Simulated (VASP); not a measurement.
# Al30Ga (a cell with a defect) in VASP: notebook

Al30Ga (a cell with a defect) is run at these levels: PBEsol; tasks: single point.

Everything below comes from runs of VASP 6.6.1. Logs are shortened: lines on timing, memory, paths and dates and some standing lists are left out, and cuts for length are marked.

## Step 1: The cell of the first run

The cell holds a defect, 31 atoms: a = 8.100 Å, b = 8.100 Å, c = 8.100 Å, α = 90.00°, β = 90.00°, γ = 90.00°.

## Step 2: Single point, PBEsol

Contents of INCAR:

```
ALGO     = Normal         # electronic algorithm
EDIFF    = 1E-7           # SCF threshold, eV
ENCUT    = 520            # plane-wave cutoff, eV
GGA      = PS             # functional
ISIF     = 2              # what is computed and relaxed
ISMEAR   = 0              # smearing method
LASPH    = True           # aspherical terms in the spheres
LCHARG   = False          # write CHGCAR
LREAL    = Auto         
LWAVE    = False          # write WAVECAR
NBANDS   = 72             # bands
NELM     = 80             # most SCF steps
PREC     = Accurate       # precision mode
SIGMA    = 0.15           # smearing width, eV
```

Contents of KPOINTS:

```
k-points
0
Gamma
  3 3 3
```

Contents of POSCAR:

```
Al30Ga
1.0
    8.1000000000      0.0000000000      0.0000000000
    0.0000000000      8.1000000000      0.0000000000
    0.0000000000      0.0000000000      8.1000000000
Al Ga
30 1
Direct
    0.5022208642      0.0005998765      0.0001290123
    0.7452622222     -0.0013067901      0.2575181481
    0.2487119753      0.2484230864      0.0001732099
    0.5022333333      0.4978103704      0.0001416049
    0.7513756790      0.7510779012      0.0001341975
    0.2470960494     -0.0019072840      0.2470545679
    0.5027408642      0.2495195062      0.2470792593
    0.7503618519      0.4971800000      0.2472165432
    0.4933549383     -0.0020633333      0.5000976543
    0.7487445679      0.2510225926      0.5001393827
    0.7451727160     -0.0013491358      0.7426574074
   -0.0008676543      0.4975182716      0.0001577778
    0.2489880247      0.7509201235      0.0001570370
    0.0013391358      0.2548343210      0.2579792593
    0.2517593827      0.5004769136      0.2515337037
    0.4995070370      0.7481680247      0.2515901235
    0.0017712346     -0.0019153086      0.5001397531
    0.2541324691      0.2498125926      0.5001796296
    0.5013469136      0.4984593827      0.5001476543
    0.7501301235      0.7460290123      0.5001128395
    0.2471090123     -0.0018998765      0.7532130864
    0.5027203704      0.2495079012      0.7532101235
    0.7503560494      0.4972040741      0.7530486420
    0.0017988889      0.7528502469      0.2469111111
    0.0020348148      0.5068779012      0.5001593827
    0.2505355556      0.7493571605      0.5001629630
    0.0012600000      0.2548017284      0.7423434568
    0.2516887654      0.5004571605      0.7488081481
    0.4994660494      0.7481739506      0.7486781481
    0.0017593827      0.7528674074      0.7533862963
    0.9574809877      0.0427593827      0.0000424691
```

Potentials or basis: VASP PAW PBE potentials, release 64 (Al, Ga_d).

Run with:

```bash
$ cat potpaw_PBE.64/Al/POTCAR potpaw_PBE.64/Ga_d/POTCAR > POTCAR
$ mpirun -np 1 vasp_std > vasp.out
```

OUTCAR:

```text
EDIFF = 1E-7
   ENCUT = 520
   GGA = PS
   ISIF = 2
   ISMEAR = 0
   LASPH = True
   LREAL = Auto
   NELM = 80
   PREC = Accurate

 ion  position               nearest neighbor table
   1  0.502  0.001  0.000-  22 2.84   7 2.84   5 2.86  11 2.87   2 2.87   3 2.87  21 2.88   6 2.88
                            13 2.88  29 2.89  16 2.89
   2  0.745  0.999  0.258-  31 2.73   7 2.83   9 2.83  10 2.84  20 2.84  16 2.84  17 2.86   1 2.87
                            24 2.88   5 2.89  14 2.93
   3  0.249  0.248  0.000-   6 2.85  21 2.85  12 2.86   7 2.87  22 2.87   1 2.87   4 2.88  28 2.88
                            15 2.88  31 2.89  14 2.89  27 2.90
   4  0.502  0.498  0.000-   8 2.84  23 2.84   7 2.84  22 2.84  16 2.87  29 2.87  15 2.87  28 2.87
                             5 2.88   3 2.88  13 2.90
   5  0.751  0.751  0.000-  30 2.85  24 2.85   1 2.86  23 2.87   8 2.87  12 2.87   4 2.88  16 2.88
                            29 2.88  31 2.89   2 2.89  11 2.89
   6  0.247  0.998  0.247-  24 2.81  13 2.83   3 2.85  17 2.86   9 2.86  26 2.87   1 2.88  16 2.88
                            14 2.88  18 2.89   7 2.90  31 3.10
   7  0.503  0.250  0.247-   2 2.83   4 2.84   8 2.84   1 2.84  10 2.86   3 2.87  18 2.87  15 2.88
                            19 2.88   9 2.89   6 2.90
   8  0.750  0.497  0.247-  14 2.83   4 2.84   7 2.84  12 2.84  10 2.86   5 2.87  20 2.87  16 2.87
                            19 2.88  25 2.89  24 2.90
   9  0.493  0.998  0.500-  18 2.81  26 2.81  11 2.83   2 2.83  16 2.85  29 2.85   6 2.86  21 2.86
[... 31 lines left out ...]
  25  0.002  0.507  0.500-  26 2.81  20 2.81  14 2.83  27 2.83  28 2.85  15 2.85  30 2.86  24 2.86
                            23 2.89   8 2.89  10 2.92  18 2.92
  26  0.251  0.749  0.500-  25 2.81   9 2.81  29 2.85  17 2.85  15 2.85  16 2.85  28 2.85  19 2.87
                            21 2.87   6 2.87  24 2.88  30 2.88
  27  0.001  0.255  0.742-  31 2.73  23 2.83  25 2.83  10 2.83  18 2.84  28 2.84  17 2.86  12 2.87
                            21 2.88   3 2.90  11 2.93
  28  0.252  0.500  0.749-  29 2.84  27 2.84  26 2.85  19 2.85  25 2.85  18 2.86  13 2.87   4 2.87
                            22 2.88  30 2.88   3 2.88  12 2.89
  29  0.499  0.748  0.749-  28 2.84  11 2.84  26 2.85  19 2.85   9 2.85  20 2.86   4 2.87  23 2.87
                            13 2.88  21 2.88   5 2.88   1 2.89
  30  0.002  0.753  0.753-  21 2.81  13 2.83   5 2.85  17 2.86  25 2.86  26 2.88  12 2.88  28 2.88
                            11 2.88  20 2.89  23 2.90  31 3.10
  31  0.957  0.043  0.000-  11 2.73   2 2.73  27 2.73  14 2.73   3 2.89   5 2.89  21 3.10  30 3.10
                             6 3.10  24 3.11

  LATTYP: Found a simple cubic cell.
 ALAT       =     8.1000000000

  Lattice vectors:

 A1 = (   8.1000000000,   0.0000000000,   0.0000000000)
 A2 = (   0.0000000000,   8.1000000000,   0.0000000000)
 A3 = (   0.0000000000,   0.0000000000,   8.1000000000)

Analysis of symmetry for initial positions (statically):
=====================================================================
 Subroutine PRICEL returns:
 Original cell was already a primitive cell.

 Routine SETGRP: Setting up the symmetry group for a
[... 183 lines left out ...]
   EFERMI_NEDOS =   21; number of points for ismear=-14 and -15
   IALGO  =     38    algorithm
   IMIX   =      4    mixing-type and parameters
     AMIX     =   0.40;   BMIX     =  1.00
     AMIX_MAG =   1.60;   BMIX_MAG =  1.00
  volume/ion in A,a.u.               =      17.14       115.69
  Fermi-wavevector in a.u.,A,eV,Ry     =   0.947405  1.790335 12.212259  0.897576
  Thomas-Fermi vector in A             =   2.075495
   LORBIT       =      0    0 simple, 1 ext, 2 COOP (PROOUT), +10 PAW based schemes
   GGA     = PS    functional components
   LHFCALC =     F    Hartree Fock is set to
   AEXX    =    0.0000 exact exchange contribution
   IVDW    =     0    specifies the selected vdW correction
   LEPSILON=     F    determine dielectric tensor
   LRPA    =     F    only Hartree local field effects (RPA)
 non-spin polarized calculation
 Gauss-broadening in eV      SIGMA  =   0.15
  energy-cutoff  :      520.00
  volume of cell :      531.44
 maximum number of plane-waves:     14358
   NGX = 31   NGY = 31   NGZ = 31

 number of electron     103.0000017 magnetization

 Free energy of the ion-electron system (eV)
  ---------------------------------------------------
  ext. energy  EPLUGINS =         0.00000000
  ---------------------------------------------------
  free energy    TOTEN  =      -125.68399746 eV

  energy without entropy =     -125.57597227  energy(sigma->0) =     -125.62998486

 E-fermi :   7.3676     XC(G=0): -10.1415

 val. band max:        7.3406292819   @ k =  -0.3333   0.3333   0.3333
 cond. band min:       7.4010926367   @ k =   0.3333  -0.3333   0.3333
 fundamental gap:      0.0604633548
 Fermi energy:         7.3675572738

 k-point     1 :       0.0000    0.0000    0.0000
  band No.  band energies     occupation
      1      -7.3793      2.00000
      2      -7.3706      2.00000
      3      -7.3689      2.00000
      4      -7.3677      2.00000
      5      -7.3554      2.00000
      6      -3.4772      2.00000
[... 913 lines left out ...]
     62       9.1923      0.00000
     63       9.4308      0.00000
 [bands above 63 left out]

------------------------ aborting loop because EDIFF is reached ----------------------------------------

  FORCE on cell =-STRESS in cart. coord.  units (eV):
  Direction    XX          YY          ZZ          XY          YZ          ZX
  --------------------------------------------------------------------------------------
  -------------------------------------------------------------------------------------
  Total       -7.9831342     -7.9860452     -7.6286275      0.8036816     -0.0038523      0.0037427
  in kB      -24.0673878    -24.0761637    -22.9986282      2.4229227     -0.0116138      0.0112835
  external PRESSURE =     -23.7140599 kB  Pullay stress =       0.0000000 kB

 VOLUME and BASIS-vectors are now :
 -----------------------------------------------------------------------------
  energy-cutoff  :      520.00
  volume of cell :      531.44
      direct lattice vectors                 reciprocal lattice vectors
     8.100000000  0.000000000  0.000000000     0.123456790  0.000000000  0.000000000
     0.000000000  8.100000000  0.000000000     0.000000000  0.123456790  0.000000000
     0.000000000  0.000000000  8.100000000     0.000000000  0.000000000  0.123456790

 POSITION                                       TOTAL-FORCE (eV/Angst)
 -----------------------------------------------------------------------------------
      4.06799      0.00486      0.00104        -0.011315      0.003689      0.000820
      6.03662      8.08942      2.08590         0.001532      0.031911     -0.043439
      2.01457      2.01223      0.00140         0.002282      0.022764      0.000218
      4.06809      4.03226      0.00115        -0.007424      0.002539      0.000337
      6.08614      6.08373      0.00109        -0.018072      0.001316      0.000747
      2.00148      8.08455      2.00114        -0.009479      0.011582      0.002797
[... 23 lines left out ...]
      0.01425      6.09823      6.10243        -0.011791      0.009750     -0.003985
      7.75560      0.34635      0.00034         0.293565     -0.294592      0.002161
 -----------------------------------------------------------------------------------
    total drift:                                0.019536     -0.019156      0.006334

  FREE ENERGIE OF THE ION-ELECTRON SYSTEM (eV)
  ---------------------------------------------------
  free  energy   TOTEN  =      -125.6839974572 eV

  energy  without entropy=     -125.5759722693  energy(sigma->0) =     -125.62998486
```

stdout:

```text
POSCAR found type information on POSCAR AlGa
 POSCAR found :  2 types and      31 ions
 scaLAPACK will be used
 -----------------------------------------------------------------------------
|                                                                             |
|                                                                             |
|     You enforced a specific xc type in the INCAR file but a different       |
|     I HOPE YOU KNOW WHAT YOU ARE DOING!                                     |
|                                                                             |
 -----------------------------------------------------------------------------

 LDA part: xc-table for (Slater+PW92), standard interpolation
 POSCAR, INCAR and KPOINTS ok, starting setup
 FFT: planning ... GRIDC
 FFT: planning ... GRID_SOFT
 FFT: planning ... GRID
 WAVECAR not read
 entering main loop
```

It took 7.9 min on 1 thread of Intel Xeon 6975P-C (Granite Rapids), shared host; peak memory 0.67 GiB.

What came out:

```yaml
Free_energy: -125.6840 eV
Pressure: -2.4 GPa
Largest_force: 0.416 eV/Å
```

Forces in eV/Å, atoms in the order of the input:
```
Al  -0.011  0.004  0.001
Al   0.002  0.032 -0.043
Al   0.002  0.023  0.000
Al  -0.007  0.003  0.000
Al  -0.018  0.001  0.001
Al  -0.009  0.012  0.003
Al  -0.010  0.006 -0.003
Al  -0.006  0.008 -0.002
Al   0.000  0.008  0.000
Al  -0.012  0.015  0.001
Al   0.002  0.033  0.043
Al  -0.002  0.013 -0.001
Al  -0.017  0.017  0.001
Al  -0.032 -0.004 -0.048
Al  -0.006  0.010  0.004
Al  -0.011  0.007  0.004
Al  -0.005  0.007  0.000
Al  -0.030  0.007 -0.001
Al  -0.004  0.007  0.001
Al  -0.009  0.025 -0.001
Al  -0.010  0.012 -0.003
Al  -0.010  0.007  0.001
Al  -0.006  0.009  0.001
Al  -0.012  0.010  0.003
Al  -0.011 -0.006  0.000
Al  -0.004  0.005  0.001
Al  -0.031 -0.002  0.047
Al  -0.004  0.011 -0.005
Al  -0.012  0.006 -0.005
Al  -0.012  0.010 -0.004
Ga   0.294 -0.295  0.002
```

Levels at points of the mesh, in eV from the Fermi level:
| k point | band 50 | band 51 | band 52 | band 53 | band 54 | band 55 |
| --- | --- | --- | --- | --- | --- | --- |
| (0.00, 0.00, 0.00) | -0.28 | 0.36 | 0.49 | 0.52 | 0.54 | 0.56 |

Caveat: the PAW data sets were made with another functional, which shifts forces and pressure a little.

(Continued in part 2 of 2.)
